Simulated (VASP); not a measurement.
# Li2BeS2 in VASP: a series of runs

Runs on Li2BeS2. Level: PBE. Tasks: single point.

Program: VASP 6.6.1. These are calculated values, not measurements. Logs are shortened: lines on timing, memory, paths and dates and some standing lists are left out, and cuts for length are marked.

## Step 1: The cell of the first run

It takes space group P3m1 (No. 156, trigonal). The conventional cell has a = 3.262 Å, b = 3.262 Å, c = 6.203 Å, α = 90.00°, β = 90.00°, γ = 120.00°. Li (site symmetry 3m) has 3 Be at 2.05 Å and 4 S at 2.12 Å within 2.7 Å. Li (site symmetry 3m) has 4 S at 2.12 Å and 1 Be at 2.30 Å within 2.8 Å. Within 2.4 Å of Be (site symmetry 3m) lie 4 S at 1.78 to 2.30 Å and 4 Li at 2.05 to 2.30 Å. S (site symmetry 3m) has 4 Li at 2.12 Å and 3 Be at 2.30 Å within 2.8 Å. S (site symmetry 3m) has 1 Be at 1.78 Å and 4 Li at 2.12 Å within 2.4 Å.

## Step 2: Single point, PBE

INCAR

```
SYSTEM = Li2BeS2
ALGO = Normal
EDIFF = 1E-7
ENCUT = 520
GGA = PE
ISIF = 2
ISMEAR = 0
LASPH = .True.
LCHARG = .False.
LREAL = .False.
LWAVE = .False.
NBANDS = 18
NELM = 60
PREC = Accurate
SIGMA = 0.1
```

KPOINTS

```
k-points
0
Gamma
  6 6 4
  0 0 0
```

POSCAR

```
Li2BeS2
1.0
    3.2623625600      0.0000000000      0.0000000000
   -1.6311812800      2.8252888500      0.0000000000
    0.0000000000      0.0000000000      6.2030921900
Li Be S
2 1 2
Direct
    0.0000000000      0.0000000000      0.3421991100
    0.3333333300      0.6666666700      0.8421991100
    0.3333333300      0.6666666700      0.2125527500
    0.0000000000      0.0000000000      0.0000000000
    0.3333333300      0.6666666700      0.5000000000
```

Potentials or basis: VASP PAW PBE potentials, release 64 (Li_sv, Be, S).

Run with:

```bash
> cat potpaw_PBE.64/Li_sv/POTCAR potpaw_PBE.64/Be/POTCAR potpaw_PBE.64/S/POTCAR > POTCAR
> mpirun -np 1 vasp_std > vasp.out
```

OUTCAR:

```text
SYSTEM = Li2BeS2
   EDIFF = 1E-7
   ENCUT = 520
   GGA = PE
   ISIF = 2
   ISMEAR = 0
   LASPH = .True.
   LREAL = .False.
   NELM = 60
   PREC = Accurate

 ion  position               nearest neighbor table
   1  0.000  0.000  0.342-   3 2.05   3 2.05   3 2.05   5 2.12   5 2.12   5 2.12   4 2.12
   2  0.333  0.667  0.842-   4 2.12   4 2.12   4 2.12   5 2.12   3 2.30
   3  0.333  0.667  0.213-   5 1.78   1 2.05   1 2.05   1 2.05   2 2.30   4 2.30   4 2.30   4 2.30

   4  0.000  0.000  0.000-   2 2.12   2 2.12   2 2.12   1 2.12   3 2.30   3 2.30   3 2.30
   5  0.333  0.667  0.500-   3 1.78   1 2.12   1 2.12   1 2.12   2 2.12

  LATTYP: Found a hexagonal cell.
 ALAT       =     3.2623625600
 C/A-ratio  =     1.9014110406

  Lattice vectors:

 A1 = (   3.2623625600,   0.0000000000,   0.0000000000)
 A2 = (  -1.6311812800,   2.8252888500,   0.0000000000)
 A3 = (   0.0000000000,   0.0000000000,   6.2030921900)

Analysis of symmetry for initial positions (statically):
=====================================================================
 Subroutine PRICEL returns:
 Original cell was already a primitive cell.

 Routine SETGRP: Setting up the symmetry group for a
 hexagonal supercell.

 Subroutine GETGRP returns: Found  6 space group operations
 (whereof  6 operations were pure point group operations)
 out of a pool of 24 trial point group operations.

The static configuration has the point symmetry C_3v.

Analysis of symmetry for dynamics (positions and initial velocities):
=====================================================================
 Subroutine PRICEL returns:
 Original cell was already a primitive cell.

 Routine SETGRP: Setting up the symmetry group for a
 hexagonal supercell.

 Subroutine GETGRP returns: Found  6 space group operations
 (whereof  6 operations were pure point group operations)
 out of a pool of 24 trial point group operations.

The dynamic configuration has the point symmetry C_3v.

 Subroutine INISYM returns: Found  6 space group operations
 (whereof  6 operations are pure point group operations),
 and found     1 'primitive' translations

----------------------------------------------------------------------------------------

                                     Primitive cell

[... 94 lines left out ...]
   NELM   =     60;   NELMIN=  2; NELMDL= -5     # of ELM steps
   EDIFF  = 0.1E-06   stopping-criterion for ELM
   LREAL  =      F    real-space projection
   EDIFFG = 0.1E-05   stopping-criterion for IOM
   NSW    =      0    number of steps for IOM
   IBRION =     -1    ionic relax: 0-MD 1-quasi-New 2-CG
   NFREE  =      0    steps in history (QN), initial steepest desc. (CG)
   ISIF   =      2    stress and relaxation
   ISYM   =      2    0-nonsym 1-usesym 2-fastsym
   POTIM  = 0.5000    time-step for ionic-motion
   TEBEG  =    0.0;   TEEND  =   0.0 temperature during run
   PSTRESS=    0.0 pullay stress
   NELECT =      20.0000    total number of electrons
   NUPDOWN=      -1.0000    fix difference up-down
   EMIN   =  10.00;   EMAX   =-10.00  energy-range for DOS
   EFERMI =   0.00;   METHOD = LEGACY
   ISMEAR =     0;   SIGMA  =   0.10  broadening in eV -4-tet -1-fermi 0-gaus
   EFERMI_NEDOS =   21; number of points for ismear=-14 and -15
   IALGO  =     38    algorithm
   IMIX   =      4    mixing-type and parameters
     AMIX     =   0.40;   BMIX     =  1.00
     AMIX_MAG =   1.60;   BMIX_MAG =  1.00
  volume/ion in A,a.u.               =      11.43        77.17
  Fermi-wavevector in a.u.,A,eV,Ry     =   1.153499  2.179796 18.103353  1.330559
  Thomas-Fermi vector in A             =   2.290142
   LORBIT       =      0    0 simple, 1 ext, 2 COOP (PROOUT), +10 PAW based schemes
   GGA     = PE    functional components
   LHFCALC =     F    Hartree Fock is set to
   AEXX    =    0.0000 exact exchange contribution
   IVDW    =     0    specifies the selected vdW correction
   LEPSILON=     F    determine dielectric tensor
   LRPA    =     F    only Hartree local field effects (RPA)
 non-spin polarized calculation
 Gauss-broadening in eV      SIGMA  =   0.10
  energy-cutoff  :      520.00
  volume of cell :       57.17
 maximum number of plane-waves:      1572
   NGX = 13   NGY = 13   NGZ = 23

 number of electron      20.0000002 magnetization

 Free energy of the ion-electron system (eV)
  ---------------------------------------------------
  ext. energy  EPLUGINS =         0.00000000
  ---------------------------------------------------
  free energy    TOTEN  =       -18.04606265 eV

  energy without entropy =      -18.04606265  energy(sigma->0) =      -18.04606265

 E-fermi :   6.3804     XC(G=0): -10.0856

 val. band max:        5.9516526819   @ k =   0.0000   0.0000   0.0000
 cond. band min:       6.8094809143   @ k =   0.3333   0.3333   0.0000
 fundamental gap:      0.8578282323
 Fermi energy:         6.3803965105

 k-point     1 :       0.0000    0.0000    0.0000
  band No.  band energies     occupation
      1     -39.5614      2.00000
      2     -38.8725      2.00000
      3      -8.8636      2.00000
      4      -7.4585      2.00000
      5      -0.7071      2.00000
      6       2.9725      2.00000
[... 481 lines left out ...]
      5      -0.0060      2.00000
      6       0.0124      2.00000
[... 10 lines left out ...]
     17      16.8369      0.00000
     18      17.0983      0.00000

------------------------ aborting loop because EDIFF is reached ----------------------------------------

  FORCE on cell =-STRESS in cart. coord.  units (eV):
  Direction    XX          YY          ZZ          XY          YZ          ZX
  --------------------------------------------------------------------------------------
  -------------------------------------------------------------------------------------
  Total       12.3873260     12.3873259      8.7825121     -0.0000000      0.0000000      0.0000000
  in kB      347.1241529    347.1241521    246.1081670     -0.0000000      0.0000000      0.0000000
  external PRESSURE =     313.4521573 kB  Pullay stress =       0.0000000 kB

 VOLUME and BASIS-vectors are now :
 -----------------------------------------------------------------------------
  energy-cutoff  :      520.00
  volume of cell :       57.17
      direct lattice vectors                 reciprocal lattice vectors
     3.262362560  0.000000000  0.000000000     0.306526323  0.176973055  0.000000000
    -1.631181280  2.825288850  0.000000000     0.000000000  0.353946111  0.000000000
     0.000000000  0.000000000  6.203092190     0.000000000  0.000000000  0.161209921

 POSITION                                       TOTAL-FORCE (eV/Angst)
 -----------------------------------------------------------------------------------
      0.00000      0.00000      2.12269         0.000000     -0.000000      1.868147
     -0.00000      1.88353      5.22424         0.000000      0.000000     -1.004528
     -0.00000      1.88353      1.31848         0.000000     -0.000000     -4.140405
      0.00000      0.00000      0.00000         0.000000     -0.000000      2.475395
     -0.00000      1.88353      3.10155        -0.000000     -0.000000      0.801391
 -----------------------------------------------------------------------------------
    total drift:                                0.000017     -0.000011      0.000074

  FREE ENERGIE OF THE ION-ELECTRON SYSTEM (eV)
  ---------------------------------------------------
  free  energy   TOTEN  =       -18.0460626459 eV

  energy  without entropy=      -18.0460626459  energy(sigma->0) =      -18.04606265
```

OSZICAR:

```text
N       E                     dE             d eps       ncg     rms          rms(c)
DAV:   1     0.972964915303E+02    0.97296E+02   -0.89413E+03   864   0.110E+03
DAV:   2    -0.770763709087E+01   -0.10500E+03   -0.99689E+02  1100   0.244E+02
DAV:   3    -0.187275208097E+02   -0.11020E+02   -0.10941E+02  1604   0.579E+01
DAV:   4    -0.190128828757E+02   -0.28536E+00   -0.28483E+00  1228   0.119E+01
DAV:   5    -0.190231904785E+02   -0.10308E-01   -0.10305E-01  1372   0.197E+00    0.106E+01
DAV:   6    -0.181480434732E+02    0.87515E+00   -0.10104E+00  1074   0.617E+00    0.594E+00
DAV:   7    -0.180408385796E+02    0.10720E+00   -0.80855E-01  1220   0.462E+00    0.302E+00
DAV:   8    -0.180478010041E+02   -0.69624E-02   -0.62977E-02  1232   0.149E+00    0.155E+00
DAV:   9    -0.180464556257E+02    0.13454E-02   -0.87306E-03  1086   0.550E-01    0.210E-01
DAV:  10    -0.180459124110E+02    0.54321E-03   -0.19015E-03  1138   0.241E-01    0.921E-02
DAV:  11    -0.180460450486E+02   -0.13264E-03   -0.31281E-04  1032   0.117E-01    0.538E-02
DAV:  12    -0.180460577880E+02   -0.12739E-04   -0.31087E-05  1342   0.359E-02    0.412E-02
DAV:  13    -0.180460619676E+02   -0.41796E-05   -0.35411E-06  1038   0.115E-02    0.319E-03
DAV:  14    -0.180460626193E+02   -0.65167E-06   -0.14203E-06  1106   0.737E-03    0.262E-03
DAV:  15    -0.180460626459E+02   -0.26594E-07   -0.46481E-08  1072   0.146E-03
   1 F= -.18046063E+02 E0= -.18046063E+02  d E =-.160761E-10
```

Run time: 9.7 s. Hardware: 1 thread of Intel Xeon 6975P-C (Granite Rapids), shared host; peak memory 0.16 GiB.

What came out:

* Free energy: -18.0461 eV
* Largest force: 4.140 eV/Å
* Band gap on the k mesh: 0.86 eV, indirect (least direct gap 3.38 eV)

Forces in eV/Å, atoms in the order of the input:
```
Li   0.000  0.000  1.868
Li   0.000  0.000 -1.005
Be   0.000  0.000 -4.140
S    0.000  0.000  2.475
S    0.000  0.000  0.801
```

Caveat: the cutoff is under 1.25 times the usual one of these potentials, so pressure, stress and relaxed cells hold a basis-set (Pulay) error; forces of over 1 eV/Å act on the atoms, so gaps and moduli don't describe the material at rest.

## Step 3: Single point, PBE

This run uses another cell than the first one, of 16.41 Å³/atom, 1.435 times its volume.

INCAR

```
SYSTEM = Li2BeS2
ALGO = Normal
EDIFF = 1E-6
ENCUT = 520
GGA = PE
ISIF = 2
ISMEAR = 0
LASPH = .TRUE.
LCHARG = .TRUE.
LELF = .TRUE.
LREAL = .FALSE.
LVHAR = .TRUE.
LWAVE = .FALSE.
NBANDS = 18
NELM = 100
PREC = Accurate
SIGMA = 0.1
```

KPOINTS

```
k-points
0
G
  6 6 4
  0 0 0
```

POSCAR

```
Li2BeS2
1.0
    3.7469263100      0.0000000000      0.0000000000
   -1.8734631550      3.2449333706      0.0000000000
    0.0000000000      0.0000000000      6.7492047766
Li Be S
2 1 2
Direct
    0.0000000000      0.0000000000      0.4077637362
    0.3333333333      0.6666666667      0.8050438056
    0.3333333333      0.6666666667      0.1747451065
    0.0000000000      0.0000000000      0.0405135229
    0.3333333333      0.6666666667      0.4688847988
```

Potentials or basis: VASP PAW PBE potentials, release 64 (Li_sv, Be, S).

Run with:

```bash
> cat potpaw_PBE.64/Li_sv/POTCAR potpaw_PBE.64/Be/POTCAR potpaw_PBE.64/S/POTCAR > POTCAR
> mpirun -np 1 vasp_std > vasp.out
```

OUTCAR:

```text
SYSTEM = Li2BeS2
   EDIFF = 1E-6
   ENCUT = 520
   GGA = PE
   ISIF = 2
   ISMEAR = 0
   LASPH = .TRUE.
   LREAL = .FALSE.
   NELM = 100
   PREC = Accurate

 ion  position               nearest neighbor table
   1  0.000  0.000  0.408-   5 2.20   5 2.20   5 2.20   4 2.48
   2  0.333  0.667  0.805-   5 2.27   3 2.50   4 2.68   4 2.68   4 2.68
   3  0.333  0.667  0.175-   5 1.99   4 2.35   4 2.35   4 2.35   2 2.50
   4  0.000  0.000  0.041-   3 2.35   3 2.35   3 2.35   1 2.48   2 2.68   2 2.68   2 2.68
   5  0.333  0.667  0.469-   3 1.99   1 2.20   1 2.20   1 2.20   2 2.27

  LATTYP: Found a hexagonal cell.
 ALAT       =     3.7469263100
 C/A-ratio  =     1.8012643480

  Lattice vectors:

 A1 = (   3.7469263100,   0.0000000000,   0.0000000000)
 A2 = (  -1.8734631550,   3.2449333706,   0.0000000000)
 A3 = (   0.0000000000,   0.0000000000,   6.7492047766)

Analysis of symmetry for initial positions (statically):
=====================================================================
 Subroutine PRICEL returns:
 Original cell was already a primitive cell.

 Routine SETGRP: Setting up the symmetry group for a
 hexagonal supercell.

 Subroutine GETGRP returns: Found  6 space group operations
 (whereof  6 operations were pure point group operations)
 out of a pool of 24 trial point group operations.

The static configuration has the point symmetry C_3v.

Analysis of symmetry for dynamics (positions and initial velocities):
=====================================================================
 Subroutine PRICEL returns:
 Original cell was already a primitive cell.

 Routine SETGRP: Setting up the symmetry group for a
 hexagonal supercell.

 Subroutine GETGRP returns: Found  6 space group operations
 (whereof  6 operations were pure point group operations)
 out of a pool of 24 trial point group operations.

[... 123 lines left out ...]
   IMIX   =      4    mixing-type and parameters
     AMIX     =   0.40;   BMIX     =  1.00
     AMIX_MAG =   1.60;   BMIX_MAG =  1.00
  volume/ion in A,a.u.               =      16.41       110.75
  Fermi-wavevector in a.u.,A,eV,Ry     =   1.022603  1.932439 14.227837  1.045717
  Thomas-Fermi vector in A             =   2.156291
   LORBIT       =      0    0 simple, 1 ext, 2 COOP (PROOUT), +10 PAW based schemes
   GGA     = PE    functional components
   LHFCALC =     F    Hartree Fock is set to
   AEXX    =    0.0000 exact exchange contribution
   IVDW    =     0    specifies the selected vdW correction
   LEPSILON=     F    determine dielectric tensor
   LRPA    =     F    only Hartree local field effects (RPA)
 non-spin polarized calculation
 Gauss-broadening in eV      SIGMA  =   0.10
  energy-cutoff  :      520.00
  volume of cell :       82.06
 maximum number of plane-waves:      2223
   NGX = 13   NGY = 13   NGZ = 25

 number of electron      20.0000004 magnetization

 Free energy of the ion-electron system (eV)
  ---------------------------------------------------
  ext. energy  EPLUGINS =         0.00000000
  ---------------------------------------------------
  free energy    TOTEN  =       -20.92973114 eV

  energy without entropy =      -20.92973114  energy(sigma->0) =      -20.92973114

 E-fermi :   2.8270     XC(G=0):  -8.5205

 val. band max:        2.2937175877   @ k =   0.0000   0.0000   0.0000
 cond. band min:       5.0829555703   @ k =   0.0000   0.0000   0.0000
 fundamental gap:      2.7892379827
 Fermi energy:         2.8269786216

 k-point     1 :       0.0000    0.0000    0.0000
  band No.  band energies     occupation
      1     -43.3936      2.00000
      2     -41.2953      2.00000
      3     -10.4733      2.00000
      4      -9.0665      2.00000
      5      -2.1623      2.00000
      6       0.8220      2.00000
[... 481 lines left out ...]
      5      -2.2543      2.00000
      6      -1.6992      2.00000
[... 10 lines left out ...]
     17      10.9180      0.00000
     18      12.2550      0.00000

------------------------ aborting loop because EDIFF is reached ----------------------------------------

  FORCE on cell =-STRESS in cart. coord.  units (eV):
  Direction    XX          YY          ZZ          XY          YZ          ZX
  --------------------------------------------------------------------------------------
  -------------------------------------------------------------------------------------
  Total        0.0993367      0.0993367      0.0469804      0.0000000      0.0000000      0.0000000
  in kB        1.9394867      1.9394867      0.9172623      0.0000000      0.0000000      0.0000000
  external PRESSURE =       1.5987452 kB  Pullay stress =       0.0000000 kB

 VOLUME and BASIS-vectors are now :
 -----------------------------------------------------------------------------
  energy-cutoff  :      520.00
  volume of cell :       82.06
      direct lattice vectors                 reciprocal lattice vectors
     3.746926310  0.000000000  0.000000000     0.266885419  0.154086369  0.000000000
    -1.873463155  3.244933371  0.000000000     0.000000000  0.308172738  0.000000000
     0.000000000  0.000000000  6.749204777     0.000000000  0.000000000  0.148165604

 POSITION                                       TOTAL-FORCE (eV/Angst)
 -----------------------------------------------------------------------------------
      0.00000      0.00000      2.75208         0.000000     -0.000000     -0.011852
     -0.00000      2.16329      5.43341         0.000000      0.000000      0.014034
     -0.00000      2.16329      1.17939         0.000000     -0.000000     -0.003945
      0.00000      0.00000      0.27343         0.000000     -0.000000      0.001187
     -0.00000      2.16329      3.16460        -0.000000      0.000000      0.000576
 -----------------------------------------------------------------------------------
    total drift:                                0.000001      0.000000     -0.000448

  FREE ENERGIE OF THE ION-ELECTRON SYSTEM (eV)
  ---------------------------------------------------
  free  energy   TOTEN  =       -20.9297311374 eV

  energy  without entropy=      -20.9297311374  energy(sigma->0) =      -20.92973114
```

OSZICAR:

```text
N       E                     dE             d eps       ncg     rms          rms(c)
DAV:   1     0.961334361954E+02    0.96133E+02   -0.85249E+03   864   0.105E+03
DAV:   2    -0.910991074662E+01   -0.10524E+03   -0.10060E+03  1098   0.225E+02
DAV:   3    -0.213889091543E+02   -0.12279E+02   -0.12214E+02  1584   0.587E+01
DAV:   4    -0.218258692500E+02   -0.43696E+00   -0.43591E+00  1288   0.131E+01
DAV:   5    -0.218585084819E+02   -0.32639E-01   -0.32630E-01  1352   0.282E+00    0.686E+00
DAV:   6    -0.210601322283E+02    0.79838E+00   -0.96489E-01  1088   0.546E+00    0.472E+00
DAV:   7    -0.209245769204E+02    0.13556E+00   -0.90855E-01  1204   0.542E+00    0.201E+00
DAV:   8    -0.209286979063E+02   -0.41210E-02   -0.14613E-01  1132   0.201E+00    0.138E+00
DAV:   9    -0.209293592616E+02   -0.66136E-03   -0.15229E-02  1224   0.645E-01    0.407E-01
DAV:  10    -0.209292578677E+02    0.10139E-03   -0.34293E-03  1270   0.293E-01    0.331E-01
DAV:  11    -0.209296876878E+02   -0.42982E-03   -0.15417E-03  1022   0.221E-01    0.642E-02
DAV:  12    -0.209297210641E+02   -0.33376E-04   -0.17317E-04  1438   0.682E-02    0.621E-02
DAV:  13    -0.209297310284E+02   -0.99643E-05   -0.27636E-05  1022   0.269E-02    0.221E-02
DAV:  14    -0.209297311374E+02   -0.10898E-06   -0.60647E-06  1124   0.132E-02
   1 F= -.20929731E+02 E0= -.20929731E+02  d E =-.391853E-15
```

It took 17 s on 1 thread of Intel Xeon 6975P-C (Granite Rapids), shared host; peak memory 0.19 GiB.

Results:

```
Free energy            : -20.9297 eV
Largest force          : 0.014 eV/Å
Band gap on the k mesh : 2.79 eV, direct
```

Forces on the atoms (eV/Å):
```
Li   0.000  0.000 -0.012
Li   0.000  0.000  0.014
Be   0.000  0.000 -0.004
S    0.000  0.000  0.001
S    0.000  0.000  0.001
```

Levels at points of the mesh, in eV from the valence-band top:
```
           k point  band 8  band 9  band 10  band 11  band 12  band 13
(0.00, 0.00, 0.00)   -1.32    0.00     0.00     2.79     4.23     5.30
(0.50, 0.00, 0.00)   -2.44   -1.88    -0.64     3.26     4.12     5.87
(0.00, 0.00, 0.50)   -1.44   -0.05    -0.05     2.86     5.19     5.19
(0.50, 0.00, 0.50)   -2.48   -1.43    -0.77     2.82     4.33     4.93
```

Caveat: the cutoff is under 1.25 times the usual one of these potentials, so pressure, stress and relaxed cells hold a basis-set (Pulay) error.

(Part 1 of 2 ends here.)
